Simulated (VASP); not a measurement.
Crystal: TiC.

```
Ti C
1.0
     3.95559    0.00000    0.00000
    -1.97779    3.42564    0.00000
     0.00000    0.00000    4.85329
Ti C
2 2
Direct
  0.33333 0.66667 0.00000
  0.66667 0.33333 0.00000
  0.33333 0.66667 0.50000
  0.66667 0.33333 0.50000
```

* Program: VASP 6.6.1
* Task: relaxation of cell and atoms
* Functional: PBE
* Potentials or basis: VASP PAW PBE potentials, release 64 (Ti_sv, C)
* Cutoff: 600 eV
* k mesh: 6 × 6 × 4
* Occupations: gaussian, width 0.1 eV
* Spin: no spin polarisation

At the start: pressure -11.5 GPa; volume 16.44 Å³/atom.

Q: Where does the relaxation end?

A: Over 12 steps the energy falls by 503.0 meV/atom and the volume is 17.64 Å³/atom (+7.3 %); space group P6/mmm (No. 191, to 0.05 Å).

The path:
```csv
step,energy change (eV),largest force (eV/Å),pressure (GPa),volume (Å³)
1,0.0000,0.0000,-11.47,65.76
2,-0.4498,0.0000,34.64,53.99
3,-1.6397,0.0000,4.75,58.72
4,-1.6432,0.0000,5.72,58.50
5,-1.6429,0.0000,6.39,58.35
6,-1.8293,0.0000,5.65,62.23
7,-1.9297,0.0000,0.51,74.49
8,-1.9885,0.0000,2.05,70.29
9,-1.9908,0.0000,3.03,68.10
10,-1.9938,0.0000,2.55,69.12
11,-1.9070,0.0000,-5.50,74.20
12,-2.0118,0.0000,-0.17,70.58
```

Final structure:
```
Ti C
1.0
     4.41313    0.00000    0.00000
    -2.20656    3.82188    0.00000
     0.00000    0.00000    4.18457
Ti C
2 2
Direct
  0.33333 0.66667 0.00000
  0.66667 0.33333 0.00000
  0.33333 0.66667 0.50000
  0.66667 0.33333 0.50000
```
